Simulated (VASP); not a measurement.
# BeTe (I-4m2) in VASP: further runs

The runs below take BeTe through single point, with r2SCAN.

All numbers are computed with VASP 6.6.1; they aren't measurements. Logs are shortened: lines on timing, memory, paths and dates and some standing lists are left out, and cuts for length are marked.

**1. The cell of the first run**

Symmetry: I-4m2, No. 119, tetragonal system. Conventional cell: a = 4.231 Å, b = 4.231 Å, c = 5.097 Å, α = 90.00°, β = 90.00°, γ = 90.00°. Be (site symmetry -4m2) has 4 Te at 2.47 Å within 3.3 Å. Te (site symmetry -4m2) has 4 Be at 2.47 Å within 3.3 Å.

**2. Single point, r2SCAN (strain +0.080 along x and y, -0.080 along z)**

Input file POSCAR:

```
BeTe
1.0
    0.0000000000      2.9916000000      2.5484000000
    2.9916000000      0.0000000000      2.5484000000
    2.9916000000      2.9916000000      0.0000000000
Be Te
1 1
Direct
    0.0000000000      0.0000000000      0.0000000000
    0.7500000000      0.7500000000      0.7500000000
```

Input file INCAR.step1:

```
SYSTEM = BeTe
PREC = Accurate ; ENCUT = 660
ISMEAR = 0 ; SIGMA = 0.05
LREAL = .FALSE. ; LASPH = .TRUE.
NELM = 120 ; NBANDS = 11
GGA = PE ; ALGO = Normal
EDIFF = 1E-5 ; LWAVE = .TRUE.
LCHARG = .FALSE. ; GGA_COMPAT = .FALSE.
```

Input file INCAR.step2:

```
SYSTEM = BeTe
PREC = Accurate ; ENCUT = 660
EDIFF = 1E-6 ; ISMEAR = 0
SIGMA = 0.05 ; LREAL = .FALSE.
LASPH = .TRUE. ; NELM = 120
ALGO = Normal ; ISIF = 2
LWAVE = .FALSE. ; LCHARG = .TRUE.
METAGGA = R2SCAN ; LMIXTAU = .TRUE.
LELF = .TRUE. ; LVHAR = .TRUE.
NBANDS = 11 ; ISTART = 1
GGA_COMPAT = .FALSE.
```

Input file KPOINTS:

```
Automatic mesh
0
G
  8 8 8
  0 0 0
```

Potentials or basis: VASP PAW PBE potentials, release 64 (Be, Te).

Run with:

```console
> cat potpaw_PBE.64/Be/POTCAR potpaw_PBE.64/Te/POTCAR > POTCAR
> cp INCAR.step1 INCAR
> mpirun -np 1 vasp_std > vasp.out
> cp INCAR.step2 INCAR
> mpirun -np 1 vasp_std > vasp.out
```

OUTCAR:

```text
SYSTEM = BeTe
   PREC = Accurate
   ENCUT = 660
   EDIFF = 1E-6
   ISMEAR = 0
   LREAL = .FALSE.
   LASPH = .TRUE.
   NELM = 120
   ISIF = 2
   METAGGA = R2SCAN
   ISTART = 1

 ion  position               nearest neighbor table
   1  0.000  0.000  0.000-   2 2.47   2 2.47   2 2.47   2 2.47
   2  0.750  0.750  0.750-   1 2.47   1 2.47   1 2.47   1 2.47

  LATTYP: Found a body centered tetragonal cell.
 ALAT       =     4.2307612932
 C/A-ratio  =     1.2047004420

  Lattice vectors:

 A1 = (   0.0000000000,  -2.9916000000,  -2.5484000000)
 A2 = (   0.0000000000,   2.9916000000,  -2.5484000000)
 A3 = (   2.9916000000,   0.0000000000,   2.5484000000)

Analysis of symmetry for initial positions (statically):
=====================================================================
 Subroutine PRICEL returns:
 Original cell was already a primitive cell.

 Routine SETGRP: Setting up the symmetry group for a
 body centered tetragonal supercell.

 Subroutine GETGRP returns: Found  8 space group operations
 (whereof  8 operations were pure point group operations)
 out of a pool of 16 trial point group operations.

The static configuration has the point symmetry D_2d.

Analysis of symmetry for dynamics (positions and initial velocities):
=====================================================================
 Subroutine PRICEL returns:
 Original cell was already a primitive cell.

 Routine SETGRP: Setting up the symmetry group for a
 body centered tetragonal supercell.

 Subroutine GETGRP returns: Found  8 space group operations
 (whereof  8 operations were pure point group operations)
 out of a pool of 16 trial point group operations.

The dynamic configuration has the point symmetry D_2d.

 Subroutine INISYM returns: Found  8 space group operations
 (whereof  8 operations are pure point group operations),
 and found     1 'primitive' translations

----------------------------------------------------------------------------------------

                                     Primitive cell

  volume of cell :      45.6147

  direct lattice vectors                    reciprocal lattice vectors
     0.000000000  2.991600000  2.548400000    -0.167134644  0.167134644  0.196201538
     2.991600000  0.000000000  2.548400000     0.167134644 -0.167134644  0.196201538
     2.991600000  2.991600000  0.000000000     0.167134644  0.167134644 -0.196201538

  length of vectors
     3.929887164  3.929887164  4.230761293     0.307185647  0.307185647  0.307185647

  position of ions in fractional coordinates (direct lattice)
     0.000000000  0.000000000  0.000000000
     0.750000000  0.750000000  0.750000000

  ion indices of the primitive-cell ions
   primitive index   ion index
                 1           1
                 2           2

----------------------------------------------------------------------------------------

 KPOINTS: Automatic mesh

Automatic generation of k-mesh.
 Grid dimensions read from file:
 generate k-points for:    8    8    8

 Generating k-lattice:

  Cartesian coordinates                     Fractional coordinates (reciprocal lattice)
    -0.020891830  0.020891830  0.024525192     0.125000000  0.000000000  0.000000000
     0.020891830 -0.020891830  0.024525192     0.000000000  0.125000000  0.000000000
     0.020891830  0.020891830 -0.024525192     0.000000000  0.000000000  0.125000000

  Length of vectors
     0.038398206  0.038398206  0.038398206

  Shift w.r.t. Gamma in fractional coordinates (k-lattice)
     0.000000000  0.000000000  0.000000000

 Subroutine IBZKPT returns following result:
 ===========================================

 Found     59 irreducible k-points:

 Following reciprocal coordinates:
            Coordinates               Weight
  0.000000  0.000000  0.000000      1.000000
  0.125000 -0.000000  0.000000      8.000000
  0.250000 -0.000000  0.000000      8.000000
  0.375000 -0.000000  0.000000      8.000000
  0.500000 -0.000000  0.000000      4.000000
  0.125000  0.125000  0.000000      2.000000
[... 16 lines left out ...]
  0.250000 -0.000000  0.125000     16.000000
  0.375000  0.000000  0.125000     16.000000
 [... further k-points ...]
   k-points           NKPTS =     59   k-points in BZ     NKDIM =     59   number of bands    NBANDS=     11
   number of dos      NEDOS =    301   number of ions     NIONS =      2
   total plane-waves  NPLWV =  46656
   dimension x,y,z NGX =    36 NGY =   36 NGZ =   36
   dimension x,y,z NGXF=    72 NGYF=   72 NGZF=   72
   ions per type =               1   1
   NGX,Y,Z   is equivalent  to a cutoff of  15.23, 15.23, 14.15 a.u.
   NGXF,Y,Z  is equivalent  to a cutoff of  30.46, 30.46, 28.29 a.u.
 SYSTEM =  BeTe
   PREC   = accura    normal or accurate (medium, high low for compatibility)
   ISTART =      1    job   : 0-new  1-cont  2-samecut
   ICHARG =      0    charge: 1-file 2-atom 10-const
   ISPIN  =      1    spin polarized calculation?
   LNONCOLLINEAR =      F non collinear calculations
   LSORBIT =      F    spin-orbit coupling
   LASPH  =      T    aspherical Exc in radial PAW
   ENCUT  =  660.0 eV  48.51 Ry    6.96 a.u.   8.23  8.23  8.86*2*pi/ulx,y,z
   NELM   =    120;   NELMIN=  2; NELMDL=  0     # of ELM steps
   EDIFF  = 0.1E-05   stopping-criterion for ELM
   LREAL  =      F    real-space projection
   EDIFFG = 0.1E-04   stopping-criterion for IOM
   NSW    =      0    number of steps for IOM
   IBRION =     -1    ionic relax: 0-MD 1-quasi-New 2-CG
   NFREE  =      0    steps in history (QN), initial steepest desc. (CG)
   ISIF   =      2    stress and relaxation
   ISYM   =      2    0-nonsym 1-usesym 2-fastsym
   POTIM  = 0.5000    time-step for ionic-motion
   TEBEG  =    0.0;   TEEND  =   0.0 temperature during run
   PSTRESS=    0.0 pullay stress
   NELECT =       8.0000    total number of electrons
   NUPDOWN=      -1.0000    fix difference up-down
   EMIN   =  10.00;   EMAX   =-10.00  energy-range for DOS
   EFERMI =   0.00;   METHOD = LEGACY
   ISMEAR =     0;   SIGMA  =   0.05  broadening in eV -4-tet -1-fermi 0-gaus
   EFERMI_NEDOS =   21; number of points for ismear=-14 and -15
   IALGO  =     38    algorithm
   IMIX   =      4    mixing-type and parameters
     AMIX     =   0.40;   BMIX     =  1.00
     AMIX_MAG =   1.60;   BMIX_MAG =  1.00
  volume/ion in A,a.u.               =      22.81       153.91
  Fermi-wavevector in a.u.,A,eV,Ry     =   0.916368  1.731685 11.425226  0.839730
  Thomas-Fermi vector in A             =   2.041216
   LORBIT       =      0    0 simple, 1 ext, 2 COOP (PROOUT), +10 PAW based schemes
   METAGGA = R2SCAN    functional components
   LHFCALC =     F    Hartree Fock is set to
   AEXX    =    0.0000 exact exchange contribution
   IVDW    =     0    specifies the selected vdW correction
   LEPSILON=     F    determine dielectric tensor
   LRPA    =     F    only Hartree local field effects (RPA)
 non-spin polarized calculation
 Gauss-broadening in eV      SIGMA  =   0.05
  energy-cutoff  :      660.00
  volume of cell :       45.61
 maximum number of plane-waves:      1778
 NGX is ok and might be reduce to    36
   NGX = 17   NGY = 17   NGZ = 17

 number of electron       8.0000000 magnetization

 Free energy of the ion-electron system (eV)
  ---------------------------------------------------
  ext. energy  EPLUGINS =         0.00000000
  ---------------------------------------------------
  free energy    TOTEN  =       -30.56187846 eV

  energy without entropy =      -30.56187846  energy(sigma->0) =      -30.56187846

 E-fermi :   5.3644     XC(G=0):  -9.4043

 val. band max:        5.1401453065   @ k =   0.0000   0.0000   0.0000
 cond. band min:       6.5204055828   @ k =   0.5000   0.5000   0.0000
 fundamental gap:      1.3802602763
 Fermi energy:         5.3644405646

 k-point     1 :       0.0000    0.0000    0.0000
  band No.  band energies     occupation
      1      -7.9056      2.00000
      2       4.4779      2.00000
      3       4.4779      2.00000
      4       5.1401      2.00000
      5       8.7233      0.00000
      6       8.9270      0.00000
      7       9.0086      0.00000
      8       9.0086      0.00000
      9      13.8204      0.00000
     10      13.9321      0.00000
     11      15.6976      0.00000

 k-point     2 :       0.1250   -0.0000    0.0000
  band No.  band energies     occupation
      1      -7.7507      2.00000
      2       3.3941      2.00000
      3       4.1780      2.00000
      4       4.8079      2.00000
      5       8.5514      0.00000
      6       9.2123      0.00000
      7       9.2892      0.00000
      8      10.3237      0.00000
      9      13.5732      0.00000
     10      14.1638      0.00000
     11      14.7628      0.00000

 k-point     3 :       0.2500   -0.0000    0.0000
  band No.  band energies     occupation
      1      -7.3233      2.00000
      2       1.4070      2.00000
      3       3.6069      2.00000
      4       4.4866      2.00000
      5       8.1468      0.00000
      6       9.5045      0.00000
      7       9.9245      0.00000
      8      12.4196      0.00000
      9      13.8364      0.00000
     10      14.0939      0.00000
     11      15.6373      0.00000
[... 267 lines left out ...]
 k-point    23 :       0.2500   -0.0000    0.1250
  band No.  band energies     occupation
      1      -7.4026      2.00000
      2       1.9780      2.00000
      3       3.5078      2.00000
      4       4.0427      2.00000
      5       8.7871      0.00000
      6       9.3235      0.00000
      7      10.5061      0.00000
      8      11.1382      0.00000
      9      13.2375      0.00000
     10      14.7830      0.00000
     11      15.5393      0.00000

 k-point    24 :       0.3750    0.0000    0.1250
  band No.  band energies     occupation
      1      -6.8922      2.00000
      2       0.3706      2.00000
      3       2.8623      2.00000
      4       3.7516      2.00000
      5       8.6527      0.00000
      6       9.3979      0.00000
      7      11.0381      0.00000
      8      12.2090      0.00000
      9      14.5681      0.00000
     10      15.3868      0.00000
     11      16.6059      0.00000

 [... further k-points ...]

------------------------ aborting loop because EDIFF is reached ----------------------------------------

  FORCE on cell =-STRESS in cart. coord.  units (eV):
  Direction    XX          YY          ZZ          XY          YZ          ZX
  --------------------------------------------------------------------------------------
  -------------------------------------------------------------------------------------
  Total       -0.8343650     -0.8343650      1.2354729      0.0000000      0.0000000      0.0000000
  in kB      -29.3063693    -29.3063693     43.3949462      0.0000000      0.0000000      0.0000000
  external PRESSURE =      -5.0725974 kB  Pullay stress =       0.0000000 kB

 VOLUME and BASIS-vectors are now :
 -----------------------------------------------------------------------------
  energy-cutoff  :      660.00
  volume of cell :       45.61
      direct lattice vectors                 reciprocal lattice vectors
     0.000000000  2.991600000  2.548400000    -0.167134644  0.167134644  0.196201538
     2.991600000  0.000000000  2.548400000     0.167134644 -0.167134644  0.196201538
     2.991600000  2.991600000  0.000000000     0.167134644  0.167134644 -0.196201538

 POSITION                                       TOTAL-FORCE (eV/Angst)
 -----------------------------------------------------------------------------------
      0.00000      0.00000      0.00000        -0.000000     -0.000000     -0.000000
      4.48740      4.48740      3.82260         0.000000      0.000000      0.000000
 -----------------------------------------------------------------------------------
    total drift:                               -0.000000     -0.000000     -0.000000

  FREE ENERGIE OF THE ION-ELECTRON SYSTEM (eV)
  ---------------------------------------------------
  free  energy   TOTEN  =       -30.5618784624 eV

  energy  without entropy=      -30.5618784624  energy(sigma->0) =      -30.56187846
```

Run time: 2.1 min. Hardware: 1 thread of Intel Xeon Platinum 8259CL at 2.50GHz (Skylake/Cascade Lake), shared host; peak memory 0.24 GiB.

Results:

```
Free energy            : -30.5619 eV
Pressure               : -0.5 GPa
Band gap on the k mesh : 1.38 eV (least direct gap 3.51 eV)
```

Stress tensor (GPa, compression positive):
```
-2.93  0.00  0.00
 0.00 -2.93  0.00
 0.00  0.00  4.34
```

Levels at points of the mesh, in eV from the valence-band top:
```
           k point  band 2  band 3  band 4  band 5  band 6  band 7
(0.00, 0.00, 0.00)   -0.66   -0.66    0.00    3.58    3.79    3.87
(0.50, 0.00, 0.00)   -6.01   -2.14   -0.97    2.54    4.11    5.67
(0.50, 0.50, 0.00)   -4.96   -3.75   -3.75    1.38    1.70   10.02
(0.50, 0.00, 0.50)   -5.92   -2.75   -2.47    2.40    3.16    8.82
```

Caveat: the cell differs from its parent crystal (strain +0.080 along x and y, -0.080 along z); the PAW data sets were made with another functional, which shifts forces and pressure a little; spin-orbit coupling is left out, which moves the levels of the heavy elements. A k mesh can miss the band edges.

(Continued in part 2 of 2.)
